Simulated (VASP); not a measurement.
# Hg (Pm-3m) in VASP: a series of runs, part 2 of 2

VASP 6.6.1. The steps go on from the part before.

## (6) Relaxation of cell and atoms, PBE

This run uses another cell than the first one, of 24.92 Å³/atom, 0.841 times its volume.

INCAR

```
  ALGO = Normal
  EDIFF = 1E-6
  EDIFFG = -0.01
  ENCUT = 600
  GGA = PE
  IBRION = 2
  ISIF = 3
  ISMEAR = -1
  LASPH = True
  LCHARG = False
  LREAL = False
  LWAVE = False
  NELM = 100
  NSW = 80
  PREC = Accurate
  SIGMA = 0.1
```

KPOINTS

```
k-points
0
Gamma
  11 11 11
```

POSCAR

```
Hg
1.0
    2.9208326038      0.0000000000      0.0000000000
    0.0000000000      2.9208326038      0.0000000000
    0.0000000000      0.0000000000      2.9208326038
Hg
1
Direct
    0.0000000000      0.0000000000      0.0000000000
```

Potentials or basis: VASP PAW PBE potentials, release 64 (Hg).

Command:

```sh
> cat potpaw_PBE.64/Hg/POTCAR > POTCAR
> mpirun -np 1 vasp_std > vasp.out
```

OUTCAR:

```text
EDIFF = 1E-6
   EDIFFG = -0.01
   ENCUT = 600
   GGA = PE
   IBRION = 2
   ISIF = 3
   ISMEAR = -1
   LASPH = True
   LREAL = False
   NELM = 100
   NSW = 80
   PREC = Accurate

 ion  position               nearest neighbor table
   1  0.000  0.000  0.000-

  LATTYP: Found a simple cubic cell.
 ALAT       =     2.9208326038

  Lattice vectors:

 A1 = (   2.9208326038,   0.0000000000,   0.0000000000)
 A2 = (   0.0000000000,   2.9208326038,   0.0000000000)
 A3 = (   0.0000000000,   0.0000000000,   2.9208326038)

Analysis of symmetry for initial positions (statically):
=====================================================================
 Subroutine PRICEL returns:
 Original cell was already a primitive cell.

 Routine SETGRP: Setting up the symmetry group for a
 simple cubic supercell.

 Subroutine GETGRP returns: Found 48 space group operations
 (whereof 48 operations were pure point group operations)
 out of a pool of 48 trial point group operations.

The static configuration has the point symmetry O_h .

Analysis of symmetry for dynamics (positions and initial velocities):
=====================================================================
 Subroutine PRICEL returns:
 Original cell was already a primitive cell.

 Routine SETGRP: Setting up the symmetry group for a
 simple cubic supercell.
[... 141 lines left out ...]

--------------------------------------- Ionic step        1  -------------------------------------------

 number of electron      12.0000001 magnetization

 Free energy of the ion-electron system (eV)
  ---------------------------------------------------
  ext. energy  EPLUGINS =         0.00000000
  ---------------------------------------------------
  free energy    TOTEN  =        -0.09248251 eV

  energy without entropy =       -0.08357240  energy(sigma->0) =       -0.08802746

 E-fermi :   2.4151     XC(G=0): -10.4705

 val. band max:        2.2855246284   @ k =   0.4545   0.4545   0.0000
 cond. band min:       2.4354402625   @ k =   0.4545   0.4545   0.0909
 fundamental gap:      0.1499156340
 Fermi energy:         2.4151407021

 k-point     1 :       0.0000    0.0000    0.0000
  band No.  band energies     occupation
      1      -6.4642      2.00000
      2      -5.9405      2.00000
      3      -5.9405      2.00000
      4      -3.4986      2.00000
      5      -3.4986      2.00000
      6      -3.4986      2.00000
      7      12.9492      0.00000
      8      12.9492      0.00000
      9      12.9492      0.00000
     10      16.6864      0.00000
[... 438 lines left out ...]
--------------------------------------- Ionic step        5  -------------------------------------------

 number of electron      11.9999995 magnetization

 Free energy of the ion-electron system (eV)
  ---------------------------------------------------
  ext. energy  EPLUGINS =         0.00000000
  ---------------------------------------------------
  free energy    TOTEN  =        -0.16696676 eV

  energy without entropy =       -0.15589164  energy(sigma->0) =       -0.16142920

 E-fermi :   1.1428     XC(G=0):  -9.4582

 val. band max:        1.0766230045   @ k =   0.4545   0.4545   0.1818
 cond. band min:       1.2129765040   @ k =   0.4545   0.1818   0.0909
 fundamental gap:      0.1363534995
 Fermi energy:         1.1428297434

 k-point     1 :       0.0000    0.0000    0.0000
  band No.  band energies     occupation
      1      -6.4139      2.00000
      2      -6.3412      2.00000
      3      -6.3412      2.00000
      4      -4.6624      2.00000
      5      -4.6624      2.00000
      6      -4.6624      2.00000
      7      10.6621      0.00000
      8      10.6621      0.00000
      9      10.6621      0.00000
     10      13.7474      0.00000
[... 327 lines left out ...]
  FREE ENERGIE OF THE ION-ELECTRON SYSTEM (eV)
  ---------------------------------------------------
  free  energy   TOTEN  =        -0.1669667558 eV

  energy  without entropy=       -0.1558916352  energy(sigma->0) =       -0.16142920

 reached required accuracy - stopping structural energy minimisation
```

OSZICAR:

```text
N       E                     dE             d eps       ncg     rms          rms(c)
DAV:   1     0.784485926165E+02    0.78449E+02   -0.72023E+03  1144   0.128E+03
DAV:   2     0.101891808750E+01   -0.77430E+02   -0.74049E+02  1134   0.266E+02
DAV:   3    -0.137680528540E+00   -0.11566E+01   -0.11560E+01  1282   0.394E+01
[... 42 lines left out ...]
DAV:   4    -0.166964397231E+00    0.50405E-03   -0.77425E-04  1134   0.313E-01    0.534E-02
DAV:   5    -0.166961110078E+00    0.32872E-05   -0.19859E-05  1196   0.521E-02    0.706E-03
DAV:   6    -0.166964995474E+00   -0.38854E-05   -0.17310E-06  1136   0.116E-02    0.422E-03
DAV:   7    -0.166966867356E+00   -0.18719E-05   -0.16129E-06  1168   0.122E-02    0.117E-03
DAV:   8    -0.166966755806E+00    0.11155E-06   -0.39249E-08   564   0.183E-03
   5 F= -.16696676E+00 E0= -.16142920E+00  d E =-.744842E-01
```

CONTCAR:

```text
Hg
   1.00000000000000
     3.1121448555869859    0.0000000000000000   -0.0000000000000000
    -0.0000000000000000    3.1121448555869859    0.0000000000000000
    -0.0000000000000000    0.0000000000000000    3.1121448555869859
  Hg
     1
Direct
     0.0000000000000000    0.0000000000000000    0.0000000000000000

  0.00000000E+00  0.00000000E+00  0.00000000E+00
```

Run time: 14 s. Hardware: 1 thread of Intel Xeon 6975P-C (Granite Rapids), shared host; peak memory 0.15 GiB.

What came out:

```yaml
Free_energy: -0.1670 eV
Relaxed_volume: 30.14 Å³/atom
Relaxed_cell: a = 3.112 Å, b = 3.112 Å, c = 3.112 Å, α = 90.00°, β = 90.00°, γ = 90.00°
Space_group_after_relaxing_to_0.05_Å: Pm-3m (No. 221)
Energy_gained_by_relaxing: 74.5 meV/atom
Ionic_steps: 5
Pressure_after_relaxing: 0.0 GPa
Band_gap_on_the_k_mesh: zero (band 6 reaches 3.60 eV, above the bottom of band 7 at 0.38 eV)
```

The path:
```tsv
step	energy change (eV)	largest force (eV/Å)	pressure (GPa)	volume (Å³)
1	0.0000	0.0000	6.32	24.92
2	-0.0710	0.0000	0.84	28.64
3	-0.0737	0.0000	0.36	29.35
4	-0.0738	0.0000	-0.28	30.80
5	-0.0745	0.0000	-0.02	30.14
```

Final structure:
```
Hg
1.0
     3.11214    0.00000    0.00000
     0.00000    3.11214    0.00000
     0.00000    0.00000    3.11214
Hg
1
Direct
  0.00000 0.00000 0.00000
```

Levels at points of the mesh, in eV from the Fermi level:
| k point | band 4 | band 5 | band 6 | band 7 | band 8 | band 9 |
| --- | --- | --- | --- | --- | --- | --- |
| (0.00, 0.00, 0.00) | -5.81 | -5.81 | -5.81 | 9.52 | 9.52 | 9.52 |

Caveat: the volume moved by over 15 % at a fixed basis, so the end points are rough; spin-orbit coupling is left out, which moves the levels of the heavy elements.

## (7) Overview

| task | cell | cutoff (eV) | gap on the mesh (eV) | pressure (GPa) |
| --- | --- | --- | --- | --- |
| single point | a = 3.094 Å, 1 atom | 520 | none | 0.2 |
| single point | a = 3.135 Å, 1 atom | 520 | none | -0.3 |
| single point | a = 3.175 Å, 1 atom | 520 | none | -0.6 |
| single point | a = 3.213 Å, 1 atom | 520 | none | -0.8 |
| relaxation of cell and atoms | relaxed from a = 2.921 Å, 1 atom | 600 | none | 0.0 |

Alike in all rows: level PBE; potentials or basis VASP PAW PBE potentials, release 64 (Hg); no spin polarisation; k mesh 11 × 11 × 11; smearing fermi-dirac 0.1 eV.

Caveats: spin-orbit coupling is left out, which moves the levels of the heavy elements; the volume moved by over 15 % at a fixed basis, so the end points are rough (some runs).

Total energies depend on the potentials used, so only differences within one code and one set of settings carry meaning.
